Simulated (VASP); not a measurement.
A run of VASP 6.6.1 is set up as follows.

File INCAR:

```
SYSTEM = Ga2GeO2
PREC = Accurate
ENCUT = 520
EDIFF = 1E-6
ISMEAR = 0
SIGMA = 0.1
LREAL = .FALSE.
LASPH = .TRUE.
NELM = 100
ALGO = Normal
ISIF = 2
LWAVE = .FALSE.
LCHARG = .FALSE.
GGA = PE
NBANDS = 34
```

Contents of KPOINTS:

```
regular mesh
0
G
  6 6 4
  0 0 0
```

The input POSCAR:

```
Ga2GeO2
1.0
    3.8711856563      0.0000000000      0.0000000000
   -1.9355928282      3.3525451212      0.0000000000
    0.0000000000      0.0000000000      6.4836943124
Ga Ge O
2 1 2
Direct
    0.3333333333      0.6666666667      0.7216848201
    0.3333333333      0.6666666667      0.2783151799
    0.6666666667      0.3333333333      0.5000000000
    0.0000000000      0.0000000000      0.0000000000
    0.3333333333      0.6666666667      0.0000000000
```

Potentials or basis: VASP PAW PBE potentials, release 64 (Ga_d, Ge_d, O).

Launch:

```console
$ cat potpaw_PBE.64/Ga_d/POTCAR potpaw_PBE.64/Ge_d/POTCAR potpaw_PBE.64/O/POTCAR > POTCAR
$ mpirun -np 1 vasp_std > vasp.out
```

(1) Predict the largest force.

(2) Estimate the band gap on the k mesh.

(3) Estimate the pressure.

## Answers

(1) 0.011 eV/Å.

(2) zero (bands 26 and 27 overlap by 2.00 eV).

(3) 0.0 GPa.
